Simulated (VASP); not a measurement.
A run of VASP 6.6.1:

File INCAR:

```
SYSTEM = BaS
ALGO     = Normal         ! electronic algorithm
EDIFF    = 1E-7           ! SCF threshold, eV
ENCUT    = 520            ! plane-wave cutoff, eV
GGA      = PE             ! functional
ISIF     = 2              ! what is computed and relaxed
ISMEAR   = 0              ! smearing method
LASPH    = .True.         ! aspherical terms in the spheres
LCHARG   = .False.        ! write CHGCAR
LREAL    = .False.        ! projectors in reciprocal space
LWAVE    = .False.        ! write WAVECAR
NBANDS   = 15             ! bands
NELM     = 60             ! most SCF steps
PREC     = Accurate       ! precision mode
SIGMA    = 0.01           ! smearing width, eV
```

The input KPOINTS:

```
k-points
0
Gamma
  6 6 6
  0 0 0
```

The input POSCAR:

```
BaS
1.0
    3.7629848025      0.0000000000      0.0000000000
    0.0000000000      3.7629848025      0.0000000000
    0.0000000000      0.0000000000      3.7629848025
Ba S
1 1
Direct
    0.0000000000      0.0000000000      0.0000000000
    0.5000000000      0.5000000000      0.5000000000
```

Potentials or basis: VASP PAW PBE potentials, release 64 (Ba_sv, S).

Command:

```bash
$ cat potpaw_PBE.64/Ba_sv/POTCAR potpaw_PBE.64/S/POTCAR > POTCAR
$ mpirun -np 1 vasp_std > vasp.out
```

Hardware: 1 thread of Intel Xeon 8259CL (shared host).

Problem. How long does it take, and how much memory?

Solution. Run time: 19 s on 1 thread of Intel Xeon 8259CL, on a shared host, peak memory 0.16 GiB. Counts: scf iterations 15, k points 20.
